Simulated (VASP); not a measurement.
# CsBa3 (Fm-3m) in VASP: further runs

CsBa3 is run at these levels: LDA; tasks: single point.

Program: VASP 6.6.1. These are calculated values, not measurements. Logs are shortened: lines on timing, memory, paths and dates and some standing lists are left out, and cuts for length are marked.

### Step 1. The cell of the first run

Symmetry: Fm-3m, No. 225, cubic system. The conventional cell has a = 9.765 Å, b = 9.765 Å, c = 9.765 Å, α = 90.00°, β = 90.00°, γ = 90.00°. Within 5.5 Å of Cs (site symmetry m-3m) lie 14 Ba at 4.23 to 4.88 Å. Within 5.5 Å of Ba (site symmetry -43m) lie 4 Cs at 4.23 Å and 10 Ba at 4.23 to 4.88 Å. Ba (site symmetry m-3m) has 8 Ba at 4.23 Å and 6 Cs at 4.88 Å within 5.5 Å.

### Step 2. Single point, LDA

INCAR reads:

```
SYSTEM = CsBa3
PREC = Accurate
ENCUT = 520
EDIFF = 1E-7
ISMEAR = -1
SIGMA = 0.1
LREAL = .FALSE.
LASPH = .TRUE.
NELM = 80
ALGO = Normal
ISIF = 2
LWAVE = .FALSE.
LCHARG = .FALSE.
NBANDS = 28
```

KPOINTS reads:

```
Automatic mesh
0
G
  7 7 7
  0 0 0
```

POSCAR reads:

```
CsBa3
1.0
    6.9048346153      0.0000000000      0.0000000000
    3.4524173077      5.9797621858      0.0000000000
    3.4524173077      1.9932540619      5.6377738553
Cs Ba
1 3
Direct
    0.0000000000      0.0000000000      0.0000000000
    0.2500000000      0.2500000000      0.2500000000
    0.7500000000      0.7500000000      0.7500000000
    0.5000000000      0.5000000000      0.5000000000
```

Potentials or basis: VASP PAW LDA potentials, release 64 (Cs_sv, Ba_sv).

Run with:

```sh
$ cat potpaw_LDA.64/Cs_sv/POTCAR potpaw_LDA.64/Ba_sv/POTCAR > POTCAR
$ mpirun -np 1 vasp_std > vasp.out
```

OUTCAR:

```text
SYSTEM = CsBa3
   PREC = Accurate
   ENCUT = 520
   EDIFF = 1E-7
   ISMEAR = -1
   LREAL = .FALSE.
   LASPH = .TRUE.
   NELM = 80
   ISIF = 2

 ion  position               nearest neighbor table
   1  0.000  0.000  0.000-
   2  0.250  0.250  0.250-   4 4.23   4 4.23   4 4.23   4 4.23
   3  0.750  0.750  0.750-   4 4.23   4 4.23   4 4.23   4 4.23
   4  0.500  0.500  0.500-   2 4.23   3 4.23   3 4.23   2 4.23   3 4.23   2 4.23   2 4.23   3 4.23

  LATTYP: Found a face centered cubic cell.
 ALAT       =     9.7649107590

  Lattice vectors:

 A1 = (   6.9048346153,   0.0000000000,   0.0000000000)
 A2 = (   3.4524173077,   5.9797621858,   0.0000000000)
 A3 = (   3.4524173077,   1.9932540619,   5.6377738553)

Analysis of symmetry for initial positions (statically):
=====================================================================
 Subroutine PRICEL returns:
 Original cell was already a primitive cell.

 Routine SETGRP: Setting up the symmetry group for a
 face centered cubic supercell.

 Subroutine GETGRP returns: Found 48 space group operations
 (whereof 48 operations were pure point group operations)
 out of a pool of 48 trial point group operations.

The static configuration has the point symmetry O_h .

Analysis of symmetry for dynamics (positions and initial velocities):
=====================================================================
 Subroutine PRICEL returns:
 Original cell was already a primitive cell.

 Routine SETGRP: Setting up the symmetry group for a
 face centered cubic supercell.

 Subroutine GETGRP returns: Found 48 space group operations
 (whereof 48 operations were pure point group operations)
 out of a pool of 48 trial point group operations.

The dynamic configuration has the point symmetry O_h .

 Subroutine INISYM returns: Found 48 space group operations
 (whereof 48 operations are pure point group operations),
 and found     1 'primitive' translations

----------------------------------------------------------------------------------------

                                     Primitive cell

  volume of cell :     232.7796

[... 80 lines left out ...]
   ICHARG =      2    charge: 1-file 2-atom 10-const
   ISPIN  =      1    spin polarized calculation?
   LNONCOLLINEAR =      F non collinear calculations
   LSORBIT =      F    spin-orbit coupling
   LASPH  =      T    aspherical Exc in radial PAW
   ENCUT  =  520.0 eV  38.22 Ry    6.18 a.u.  12.84 12.84 12.84*2*pi/ulx,y,z
   NELM   =     80;   NELMIN=  2; NELMDL= -5     # of ELM steps
   EDIFF  = 0.1E-06   stopping-criterion for ELM
   LREAL  =      F    real-space projection
   EDIFFG = 0.1E-05   stopping-criterion for IOM
   NSW    =      0    number of steps for IOM
   IBRION =     -1    ionic relax: 0-MD 1-quasi-New 2-CG
   NFREE  =      0    steps in history (QN), initial steepest desc. (CG)
   ISIF   =      2    stress and relaxation
   ISYM   =      2    0-nonsym 1-usesym 2-fastsym
   POTIM  = 0.5000    time-step for ionic-motion
   TEBEG  =    0.0;   TEEND  =   0.0 temperature during run
   PSTRESS=    0.0 pullay stress
   NELECT =      39.0000    total number of electrons
   NUPDOWN=      -1.0000    fix difference up-down
   EMIN   =  10.00;   EMAX   =-10.00  energy-range for DOS
   EFERMI =   0.00;   METHOD = LEGACY
   ISMEAR =    -1;   SIGMA  =   0.10  broadening in eV -4-tet -1-fermi 0-gaus
   EFERMI_NEDOS =   21; number of points for ismear=-14 and -15
   IALGO  =     38    algorithm
   IMIX   =      4    mixing-type and parameters
     AMIX     =   0.40;   BMIX     =  1.00
     AMIX_MAG =   1.60;   BMIX_MAG =  1.00
  volume/ion in A,a.u.               =      58.19       392.72
  Fermi-wavevector in a.u.,A,eV,Ry     =   0.902502  1.705481 11.082075  0.814510
  Thomas-Fermi vector in A             =   2.025713
   LORBIT       =      0    0 simple, 1 ext, 2 COOP (PROOUT), +10 PAW based schemes
   GGA     = CA    functional components
   LHFCALC =     F    Hartree Fock is set to
   AEXX    =    0.0000 exact exchange contribution
   IVDW    =     0    specifies the selected vdW correction
   LEPSILON=     F    determine dielectric tensor
   LRPA    =     F    only Hartree local field effects (RPA)
 non-spin polarized calculation
  energy-cutoff  :      520.00
  volume of cell :      232.78
 maximum number of plane-waves:      6286
 NGX is ok and might be reduce to    54
   NGX = 25   NGY = 25   NGZ = 25

 number of electron      38.9999999 magnetization

 Free energy of the ion-electron system (eV)
  ---------------------------------------------------
  ext. energy  EPLUGINS =         0.00000000
  ---------------------------------------------------
  free energy    TOTEN  =        -7.25315645 eV

  energy without entropy =       -7.03298007  energy(sigma->0) =       -7.14306826

 E-fermi :   1.8513     XC(G=0):  -7.8137

 val. band max:        1.8388495833   @ k =  -0.4286   0.1429   0.0000
 cond. band min:       1.8945045165   @ k =  -0.2857   0.1429   0.0000
 fundamental gap:      0.0556549332
 Fermi energy:         1.8512757579

 k-point     1 :       0.0000    0.0000    0.0000
  band No.  band energies     occupation
      1     -26.9973      2.00000
      2     -26.9732      2.00000
      3     -26.8538      2.00000
      4     -20.9010      2.00000
      5     -12.2751      2.00000
      6     -12.2751      2.00000
[... 609 lines left out ...]
     27       3.2855      0.00000
     28       3.5127      0.00000

------------------------ aborting loop because EDIFF is reached ----------------------------------------

  FORCE on cell =-STRESS in cart. coord.  units (eV):
  Direction    XX          YY          ZZ          XY          YZ          ZX
  --------------------------------------------------------------------------------------
  -------------------------------------------------------------------------------------
  Total        0.2719042      0.2719042      0.2719042      0.0000000     -0.0000000      0.0000000
  in kB        1.8714648      1.8714648      1.8714648      0.0000000     -0.0000000      0.0000000
  external PRESSURE =       1.8714648 kB  Pullay stress =       0.0000000 kB

 VOLUME and BASIS-vectors are now :
 -----------------------------------------------------------------------------
  energy-cutoff  :      520.00
  volume of cell :      232.78
      direct lattice vectors                 reciprocal lattice vectors
     6.904834615  0.000000000  0.000000000     0.144826061 -0.083615365 -0.059124992
     3.452417308  5.979762186  0.000000000     0.000000000  0.167230731 -0.059124992
     3.452417308  1.993254062  5.637773855     0.000000000  0.000000000  0.177374976

 POSITION                                       TOTAL-FORCE (eV/Angst)
 -----------------------------------------------------------------------------------
      0.00000      0.00000      0.00000        -0.000000      0.000000      0.000000
      3.45242      1.99325      1.40944         0.000000     -0.000000      0.000000
     10.35725      5.97976      4.22833        -0.000000     -0.000000     -0.000000
      6.90483      3.98651      2.81889        -0.000000      0.000000      0.000000
 -----------------------------------------------------------------------------------
    total drift:                               -0.000000      0.000000      0.000000

  FREE ENERGIE OF THE ION-ELECTRON SYSTEM (eV)
  ---------------------------------------------------
  free  energy   TOTEN  =        -7.2531564548 eV

  energy  without entropy=       -7.0329800721  energy(sigma->0) =       -7.14306826
```

stdout:

```text
POSCAR found type information on POSCAR CsBa
 POSCAR found :  2 types and       4 ions
 scaLAPACK will be used
 LDA part: xc-table for (Slater(with rela. corr.)+CA(PZ))
 , standard interpolation
 POSCAR, INCAR and KPOINTS ok, starting setup
 FFT: planning ... GRIDC
 FFT: planning ... GRID_SOFT
 FFT: planning ... GRID
 WAVECAR not read
 entering main loop
```

Wall time 3.7 min (1 thread of Oxide Virtual Turin-like, shared host); peak memory 0.32 GiB.

Results:

```yaml
Free_energy: -7.2532 eV
Pressure: 0.2 GPa
Band_gap_on_the_k_mesh: zero (an odd number of electrons rules out a gap without spin polarisation)
```

Caveat: spin-orbit coupling is left out, which moves the levels of the heavy elements.

### Step 3. Single point, LDA

This run uses another cell than the first one, of 59.08 Å³/atom.

INCAR reads:

```
SYSTEM = CsBa3
PREC = Accurate
ENCUT = 520
EDIFF = 1E-7
ISMEAR = -1
SIGMA = 0.1
LREAL = .False.
LASPH = .True.
NELM = 60
ALGO = Normal
ISIF = 2
LWAVE = .False.
LCHARG = .True.
GGA = CA
LELF = .True.
LVHAR = .True.
NBANDS = 28
```

KPOINTS reads:

```
regular mesh
0
Gamma
  7 7 7
  0 0 0
```

POSCAR reads:

```
CsBa3
1.0
    6.9397081090      0.0000000000      0.0000000000
    3.4698540545      6.0099635172      0.0000000000
    3.4698540545      2.0033211724      5.6662479436
Cs Ba
1 3
Direct
    0.0000000000      0.0000000000      0.0000000000
    0.2500000000      0.2500000000      0.2500000000
    0.7500000000      0.7500000000      0.7500000000
    0.5000000000      0.5000000000      0.5000000000
```

Potentials or basis: VASP PAW LDA potentials, release 64 (Cs_sv, Ba_sv).

Run with:

```sh
$ cat potpaw_LDA.64/Cs_sv/POTCAR potpaw_LDA.64/Ba_sv/POTCAR > POTCAR
$ mpirun -np 1 vasp_std > vasp.out
```

Run time: 5 min. Hardware: 1 thread of Oxide Virtual Turin-like, shared host; peak memory 0.32 GiB.

The run converged. Its results:

- Free energy: -7.2561 eV
- Pressure: 0.1 GPa
- Band gap on the k mesh: zero (an odd number of electrons rules out a gap without spin polarisation)

Levels at points of the mesh, in eV from the Fermi level:
```
           k point  band 18  band 19  band 20  band 21  band 22  band 23
(0.00, 0.00, 0.00)    -0.53    -0.53     0.74     0.74     0.74     0.76
```

Caveat: spin-orbit coupling is left out, which moves the levels of the heavy elements.

### Step 4. Single point, LDA

This run uses another cell than the first one, of 59.08 Å³/atom.

INCAR reads:

```
ALGO = Normal ; EDIFF = 1E-7
ENCUT = 520 ; GGA = CA
ISIF = 2 ; ISMEAR = -1
LASPH = True ; LCHARG = False
LREAL = False ; LWAVE = False
NBANDS = 28 ; NELM = 100
PREC = Accurate ; SIGMA = 0.1
```

KPOINTS reads:

```
k-points
0
Gamma
  7 7 7
```

POSCAR is that of step 3.

Run with:

```sh
$ cat potpaw_LDA.64/Cs_sv/POTCAR potpaw_LDA.64/Ba_sv/POTCAR > POTCAR
$ mpirun -np 1 vasp_std > vasp.out
```

Wall time 4.4 min (1 thread of Oxide Virtual Turin-like, shared host); peak memory 0.32 GiB.

It converged, with:

```
Free energy            : -7.2561 eV
Pressure               : 0.1 GPa
Band gap on the k mesh : zero (an odd number of electrons rules out a gap without spin polarisation)
```

Levels at points of the mesh, in eV from the Fermi level:
```csv
k point,band 16,band 17,band 18,band 19,band 20,band 21,band 22,band 23,band 24,band 25
"(0.00, 0.00, 0.00)",-9.67,-2.60,-0.53,-0.53,0.74,0.74,0.74,0.76,0.76,0.76
```

Caveat: spin-orbit coupling is left out, which moves the levels of the heavy elements.

The gap in the log of VASP goes by the Fermi energy; the results here count the filled bands.